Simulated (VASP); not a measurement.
Input of a VASP 6.6.1 run:

Contents of INCAR:

```
PREC     = Accurate       # precision mode
ENCUT    = 600            # plane-wave cutoff, eV
EDIFF    = 1E-6           # SCF threshold, eV
ISMEAR   = -1             # smearing method
SIGMA    = 0.15           # smearing width, eV
LREAL    = F              # projectors in reciprocal space
LASPH    = T              # aspherical terms in the spheres
NELM     = 100            # most SCF steps
ALGO     = Normal         # electronic algorithm
ISIF     = 3              # what is computed and relaxed
LWAVE    = F              # write WAVECAR
LCHARG   = F              # write CHGCAR
GGA      = PE             # functional
IBRION   = 2              # ionic algorithm
NSW      = 80             # ionic steps
EDIFFG   = -0.001         # ionic threshold
```

Contents of KPOINTS:

```
Automatic mesh
0
Gamma
  8 8 8
```

Contents of POSCAR:

```
Ge3BiN
1.0
    4.5903384300      0.0000000000      0.0000000000
    0.0000000000      4.5903384300      0.0000000000
    0.0000000000      0.0000000000      4.5903384300
Ge Bi N
3 1 1
Direct
    0.5000000000      0.5000000000      0.0000000000
    0.0000000000      0.5000000000      0.5000000000
    0.5000000000      0.0000000000      0.5000000000
    0.0000000000      0.0000000000      0.0000000000
    0.5000000000      0.5000000000      0.5000000000
```

Potentials or basis: VASP PAW PBE potentials, release 64 (Ge_d, Bi_d, N).

Run with:

```console
$ cat potpaw_PBE.64/Ge_d/POTCAR potpaw_PBE.64/Bi_d/POTCAR potpaw_PBE.64/N/POTCAR > POTCAR
$ mpirun -np 1 vasp_std > vasp.out
```

Problem. What does it give for the relaxed cell?

Solution. a = 4.593 Å, b = 4.593 Å, c = 4.593 Å, α = 90.00°, β = 90.00°, γ = 90.00°.

Problem. Predict the space group after relaxing (to 0.1 Å).

Solution. Pm-3m (No. 221).

Problem. Predict the relaxed volume.

Solution. 19.38 Å³/atom.

Problem. What does it give for the band gap on the k mesh?

Solution. Zero (bands 31 and 32 overlap by 0.43 eV).

Final structure:
```
CELL_PARAMETERS angstrom
4.59318 0.00000 0.00000
0.00000 4.59318 0.00000
0.00000 0.00000 4.59318
ATOMIC_POSITIONS crystal
Ge 0.50000 0.50000 0.00000
Ge 0.00000 0.50000 0.50000
Ge 0.50000 0.00000 0.50000
Bi 0.00000 0.00000 0.00000
N 0.50000 0.50000 0.50000
```

Caveat: spin-orbit coupling is left out, which moves the levels of the heavy elements.
